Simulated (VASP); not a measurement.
# AlN (Fmm2) in VASP: single point with PBE

Aim: the single point of AlN with PBE.

Everything below comes from runs of VASP 6.6.1. Logs are shortened: lines on timing, memory, paths and dates and some standing lists are left out, and cuts for length are marked.

### 1 The cell of the first run

The structure is orthorhombic, space group Fmm2 (No. 42). The conventional cell has a = 2.736 Å, b = 7.677 Å, c = 4.820 Å, α = 90.00°, β = 90.00°, γ = 90.00°. Al (site symmetry mm2) has 3 N at 1.38 to 1.71 Å within 1.8 Å. Within 1.8 Å of N (site symmetry mm2) lie 3 Al at 1.38 to 1.71 Å.

### 2 Single point, PBE (B replaced by Al, lengths x 1.143, strained)

INCAR

```
ALGO = Normal ; EDIFF = 1E-6
ENCUT = 520 ; GGA = PE
ISIF = 2 ; ISMEAR = 0
LASPH = True ; LCHARG = False
LREAL = False ; LWAVE = False
NBANDS = 11 ; NELM = 60
PREC = Accurate ; SIGMA = 0.02
```

KPOINTS

```
k-points
0
Gamma
  10 10 10
```

POSCAR

```
AlN
1.0
    0.0000000000      3.8383355720      2.4100152497
    1.3677812010      0.0000000000      2.4100152497
    1.3677812010      3.8383355720      0.0000000000
Al N
1 1
Direct
   -0.0230344035     -0.0230344035      1.0230344035
    0.6897343935      0.6897343935      0.3102656065
```

Potentials or basis: VASP PAW PBE potentials, release 64 (Al, N).

Started as:

```
> cat potpaw_PBE.64/Al/POTCAR potpaw_PBE.64/N/POTCAR > POTCAR
> mpirun -np 1 vasp_std > vasp.out
```

OUTCAR:

```text
EDIFF = 1E-6
   ENCUT = 520
   GGA = PE
   ISIF = 2
   ISMEAR = 0
   LASPH = True
   LREAL = False
   NELM = 60
   PREC = Accurate

 ion  position               nearest neighbor table
   1  0.977  0.977  0.023-   2 1.38   2 1.71   2 1.71
   2  0.690  0.690  0.310-   1 1.38   1 1.71   1 1.71

  LATTYP: Found a face centered orthorhombic cell.
 ALAT       =     2.7355624020
 B/A-ratio  =     1.7619888678
 C/A-ratio  =     2.8062496905

  Lattice vectors:

 A1 = (   0.0000000000,   3.8383355720,   2.4100152497)
 A2 = (  -1.3677812010,   3.8383355720,   0.0000000000)
 A3 = (  -1.3677812010,   0.0000000000,   2.4100152497)

Analysis of symmetry for initial positions (statically):
=====================================================================
 Subroutine PRICEL returns:
 Original cell was already a primitive cell.

 Routine SETGRP: Setting up the symmetry group for a
 face centered orthorhombic supercell.

 Subroutine GETGRP returns: Found  4 space group operations
 (whereof  4 operations were pure point group operations)
 out of a pool of  8 trial point group operations.

The static configuration has the point symmetry C_2v.

Analysis of symmetry for dynamics (positions and initial velocities):
=====================================================================
 Subroutine PRICEL returns:
 Original cell was already a primitive cell.

 Routine SETGRP: Setting up the symmetry group for a
 face centered orthorhombic supercell.

 Subroutine GETGRP returns: Found  4 space group operations
 (whereof  4 operations were pure point group operations)
 out of a pool of  8 trial point group operations.

The dynamic configuration has the point symmetry C_2v.

 Subroutine INISYM returns: Found  4 space group operations
 (whereof  4 operations are pure point group operations),
 and found     1 'primitive' translations

----------------------------------------------------------------------------------------

                                     Primitive cell

  volume of cell :      25.3052

  direct lattice vectors                    reciprocal lattice vectors
     0.000000000  3.838335572  2.410015250    -0.365555543  0.130264796  0.207467567
     1.367781201  0.000000000  2.410015250     0.365555543 -0.130264796  0.207467567
     1.367781201  3.838335572  0.000000000     0.365555543  0.130264796 -0.207467567

  length of vectors
     4.532217279  2.771100669  4.074757094     0.440048365  0.440048365  0.440048365

  position of ions in fractional coordinates (direct lattice)
     0.976965597  0.976965597  0.023034403
     0.689734393  0.689734393  0.310265607

  ion indices of the primitive-cell ions
   primitive index   ion index
                 1           1
                 2           2

----------------------------------------------------------------------------------------

 KPOINTS: k-points

Automatic generation of k-mesh.
 Grid dimensions read from file:
 generate k-points for:   10   10   10

 Generating k-lattice:

  Cartesian coordinates                     Fractional coordinates (reciprocal lattice)
    -0.036555554  0.013026480  0.020746757     0.100000000  0.000000000  0.000000000
     0.036555554 -0.013026480  0.020746757     0.000000000  0.100000000  0.000000000
     0.036555554  0.013026480 -0.020746757    -0.000000000 -0.000000000  0.100000000

  Length of vectors
     0.044004837  0.044004837  0.044004837

  Shift w.r.t. Gamma in fractional coordinates (k-lattice)
     0.000000000  0.000000000  0.000000000

 Subroutine IBZKPT returns following result:
 ===========================================

 Found    171 irreducible k-points:

 Following reciprocal coordinates:
            Coordinates               Weight
  0.000000  0.000000  0.000000      1.000000
  0.100000  0.000000  0.000000      8.000000
  0.200000  0.000000  0.000000      8.000000
  0.300000  0.000000 -0.000000      8.000000
  0.400000  0.000000  0.000000      8.000000
  0.500000  0.000000 -0.000000      4.000000
[... 16 lines left out ...]
  0.300000  0.300000  0.000000      2.000000
  0.400000  0.300000  0.000000      8.000000
 [... further k-points ...]
   k-points           NKPTS =    171   k-points in BZ     NKDIM =    171   number of bands    NBANDS=     11
   number of dos      NEDOS =    301   number of ions     NIONS =      2
   total plane-waves  NPLWV =  25920
   dimension x,y,z NGX =    36 NGY =   24 NGZ =   30
   dimension x,y,z NGXF=    72 NGYF=   48 NGZF=   60
   ions per type =               1   1
   NGX,Y,Z   is equivalent  to a cutoff of  13.21, 14.40, 12.24 a.u.
   NGXF,Y,Z  is equivalent  to a cutoff of  26.41, 28.80, 24.48 a.u.
 SYSTEM =  unknown system
   PREC   = accura    normal or accurate (medium, high low for compatibility)
   ISTART =      0    job   : 0-new  1-cont  2-samecut
   ICHARG =      2    charge: 1-file 2-atom 10-const
   ISPIN  =      1    spin polarized calculation?
   LNONCOLLINEAR =      F non collinear calculations
   LSORBIT =      F    spin-orbit coupling
   LASPH  =      T    aspherical Exc in radial PAW
   ENCUT  =  520.0 eV  38.22 Ry    6.18 a.u.   8.43  5.15  7.58*2*pi/ulx,y,z
   NELM   =     60;   NELMIN=  2; NELMDL= -5     # of ELM steps
   EDIFF  = 0.1E-05   stopping-criterion for ELM
   LREAL  =      F    real-space projection
[... 7 lines left out ...]
   TEBEG  =    0.0;   TEEND  =   0.0 temperature during run
   PSTRESS=    0.0 pullay stress
   NELECT =       8.0000    total number of electrons
   NUPDOWN=      -1.0000    fix difference up-down
   EMIN   =  10.00;   EMAX   =-10.00  energy-range for DOS
   EFERMI =   0.00;   METHOD = LEGACY
   ISMEAR =     0;   SIGMA  =   0.02  broadening in eV -4-tet -1-fermi 0-gaus
   EFERMI_NEDOS =   21; number of points for ismear=-14 and -15
   IALGO  =     38    algorithm
   IMIX   =      4    mixing-type and parameters
     AMIX     =   0.40;   BMIX     =  1.00
     AMIX_MAG =   1.60;   BMIX_MAG =  1.00
  volume/ion in A,a.u.               =      12.65        85.38
  Fermi-wavevector in a.u.,A,eV,Ry     =   1.115240  2.107498 16.922388  1.243760
  Thomas-Fermi vector in A             =   2.251843
   LORBIT       =      0    0 simple, 1 ext, 2 COOP (PROOUT), +10 PAW based schemes
   GGA     = PE    functional components
   LHFCALC =     F    Hartree Fock is set to
   AEXX    =    0.0000 exact exchange contribution
   IVDW    =     0    specifies the selected vdW correction
   LEPSILON=     F    determine dielectric tensor
   LRPA    =     F    only Hartree local field effects (RPA)
 non-spin polarized calculation
 Gauss-broadening in eV      SIGMA  =   0.02
  energy-cutoff  :      520.00
  volume of cell :       25.31
 maximum number of plane-waves:       692
 NGX is ok and might be reduce to    36
   NGX = 17   NGY = 11   NGZ = 15

 number of electron       8.0000000 magnetization

 Free energy of the ion-electron system (eV)
  ---------------------------------------------------
  ext. energy  EPLUGINS =         0.00000000
  ---------------------------------------------------
  free energy    TOTEN  =        -9.74435590 eV

  energy without entropy =       -9.74435590  energy(sigma->0) =       -9.74435590

 E-fermi :   3.5797     XC(G=0):  -9.2901

 val. band max:        3.4388421890   @ k =   0.0000   0.0000   0.0000
 cond. band min:       5.9715282030   @ k =   0.0000   0.0000   0.0000
 fundamental gap:      2.5326860140
 Fermi energy:         3.5797491522

 k-point     1 :       0.0000    0.0000    0.0000
  band No.  band energies     occupation
      1     -11.4819      2.00000
      2       0.9891      2.00000
      3       2.8846      2.00000
      4       3.4388      2.00000
      5       5.9715      0.00000
      6      16.0730      0.00000
      7      16.6381      0.00000
      8      19.4413      0.00000
      9      20.0719      0.00000
     10      25.1753      0.00000
     11      25.2626      0.00000

 k-point     2 :       0.1000    0.0000    0.0000
  band No.  band energies     occupation
      1     -11.3098      2.00000
      2       1.0780      2.00000
      3       2.5500      2.00000
      4       3.0880      2.00000
      5       6.4302      0.00000
      6      15.8974      0.00000
      7      16.5807      0.00000
      8      18.9905      0.00000
      9      20.3916      0.00000
     10      22.7724      0.00000
     11      24.6440      0.00000

 k-point     3 :       0.2000    0.0000    0.0000
  band No.  band energies     occupation
      1     -10.8206      2.00000
      2       1.1923      2.00000
      3       1.4747      2.00000
      4       2.7940      2.00000
      5       7.4870      0.00000
      6      14.7309      0.00000
      7      16.0630      0.00000
      8      19.1134      0.00000
      9      20.3043      0.00000
     10      21.4175      0.00000
     11      23.0771      0.00000

 k-point     4 :       0.3000    0.0000   -0.0000
  band No.  band energies     occupation
      1     -10.1100      2.00000
      2      -0.2309      2.00000
      3       1.8678      2.00000
      4       2.5545      2.00000
      5       8.7588      0.00000
      6      13.1006      0.00000
      7      14.9648      0.00000
      8      18.7164      0.00000
      9      20.2256      0.00000
     10      21.8044      0.00000
     11      22.6398      0.00000

 k-point     5 :       0.4000    0.0000    0.0000
  band No.  band energies     occupation
      1      -9.3963      2.00000
      2      -1.4871      2.00000
      3       2.3738      2.00000
      4       2.4096      2.00000
      5       9.4576      0.00000
      6      12.2484      0.00000
      7      14.1621      0.00000
      8      18.2395      0.00000
      9      20.1040      0.00000
     10      21.0981      0.00000
     11      23.4290      0.00000
[... 211 lines left out ...]
 k-point    21 :      -0.3000    0.2000    0.0000
  band No.  band energies     occupation
      1      -9.1255      2.00000
      2      -1.2590      2.00000
      3       1.2049      2.00000
      4       2.5983      2.00000
      5      10.1424      0.00000
      6      12.6968      0.00000
      7      14.4946      0.00000
      8      15.7561      0.00000
      9      19.6209      0.00000
     10      21.2057      0.00000
     11      24.4726      0.00000

 k-point    22 :      -0.2000    0.2000   -0.0000
  band No.  band energies     occupation
      1      -9.7245      2.00000
      2      -0.5712      2.00000
      3       1.8074      2.00000
      4       2.0816      2.00000
      5       9.5894      0.00000
      6      13.3507      0.00000
      7      14.5750      0.00000
      8      16.2482      0.00000
      9      20.5041      0.00000
     10      21.4087      0.00000
     11      24.4783      0.00000

 k-point    23 :       0.3000    0.3000    0.0000
  band No.  band energies     occupation
      1     -10.1722      2.00000
      2      -0.2430      2.00000
      3       2.1096      2.00000
      4       3.1359      2.00000
      5       8.3630      0.00000
      6      13.5782      0.00000
      7      13.9777      0.00000
      8      17.8752      0.00000
      9      21.0550      0.00000
     10      21.4071      0.00000
     11      23.3923      0.00000

 k-point    24 :       0.4000    0.3000    0.0000
  band No.  band energies     occupation
      1      -9.7269      2.00000
      2      -0.8215      2.00000
      3       2.4532      2.00000
      4       2.5944      2.00000
      5       9.3005      0.00000
      6      12.8736      0.00000
      7      13.8423      0.00000
      8      17.2993      0.00000
      9      18.1057      0.00000
     10      22.8804      0.00000
     11      23.5351      0.00000

 [... further k-points ...]
[... 5 lines left out ...]
  --------------------------------------------------------------------------------------
  -------------------------------------------------------------------------------------
  Total        9.7497157      0.0004440     38.2538587      0.0000000      0.0000000      0.0000000
  in kB      617.2955949      0.0281097   2422.0130255      0.0000000      0.0000000      0.0000000
  external PRESSURE =    1013.1122434 kB  Pullay stress =       0.0000000 kB

 VOLUME and BASIS-vectors are now :
 -----------------------------------------------------------------------------
  energy-cutoff  :      520.00
  volume of cell :       25.31
      direct lattice vectors                 reciprocal lattice vectors
     0.000000000  3.838335572  2.410015250    -0.365555543  0.130264796  0.207467567
     1.367781201  0.000000000  2.410015250     0.365555543 -0.130264796  0.207467567
     1.367781201  3.838335572  0.000000000     0.365555543  0.130264796 -0.207467567

 POSITION                                       TOTAL-FORCE (eV/Angst)
 -----------------------------------------------------------------------------------
      1.36778      3.83834      4.70900         0.000000      0.000000     21.451968
      1.36778      3.83834      3.32454         0.000000      0.000000    -21.451968
 -----------------------------------------------------------------------------------
    total drift:                                0.000006     -0.000005      0.000020

  FREE ENERGIE OF THE ION-ELECTRON SYSTEM (eV)
  ---------------------------------------------------
  free  energy   TOTEN  =        -9.7443558990 eV

  energy  without entropy=       -9.7443558990  energy(sigma->0) =       -9.74435590
```

Wall time 39 s (1 thread of Intel Xeon Platinum 8259CL at 2.50GHz (Skylake/Cascade Lake), shared host); peak memory 0.19 GiB.

Results:

| Item | Value |
| --- | --- |
| Free energy | -9.7444 eV |
| Pressure | 101.3 GPa |
| Largest force | 21.452 eV/Å |
| Band gap on the k mesh | 2.53 eV, direct |

Forces on the atoms (eV/Å):
```
Al    0.000   0.000  21.452
N     0.000   0.000 -21.452
```

Stress tensor (GPa, compression positive):
```
 61.73   0.00   0.00
  0.00   0.00   0.00
  0.00   0.00 242.20
```

Caveat: the cell differs from its parent crystal (B replaced by Al, lengths x 1.143, strained); forces of over 1 eV/Å act on the atoms, so gaps and moduli don't describe the material at rest. A k mesh can miss the band edges.
